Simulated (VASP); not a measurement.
# Si in VASP: further runs, part 4 of 4

VASP 6.6.1. The steps go on from the part before.

### 7 The runs side by side

| task | cell | k mesh | smearing | atoms held fixed (from 0) | gap on the mesh (eV) | largest force (eV/Å) |
| --- | --- | --- | --- | --- | --- | --- |
| single point | a = 3.842, b = 3.842, c = 27.224 Å, 10 atoms, atomic positions A | 9 × 9 × 1 | gaussian 0.05 eV | - | none | 0.10 |
| single point | a = 3.842, b = 3.842, c = 27.224 Å, 10 atoms, atomic positions B | 9 × 9 × 1 | gaussian 0.05 eV | - | none | 0.01 |
| single point | a = 3.842, b = 3.842, c = 27.224 Å, 10 atoms, atomic positions A | 9 × 9 × 1 | fermi-dirac 0.3 eV | - | none | 0.04 |
| single point | a = 3.842, b = 3.842, c = 27.224 Å, 10 atoms, atomic positions A | 9 × 9 × 1 | fermi-dirac 0.025 eV | - | none | 0.10 |
| relaxation of the atoms | atoms relaxed from a = 3.842, b = 3.842, c = 23.791 Å, 6 atoms, atomic positions C | 8 × 8 × 1 | gaussian 0.05 eV | [0, 1, 2] | none | - |

Alike in all rows: level PBEsol; potentials or basis VASP PAW PBE potentials, release 64 (Si); no spin polarisation; cutoff (eV) 520.

Caveats: the PAW data sets were made with another functional, which shifts forces and pressure a little; so wide a smearing shifts energies and pressures (at least some runs).

Total energies depend on the potentials used, so only differences within one code and one set of settings carry meaning.
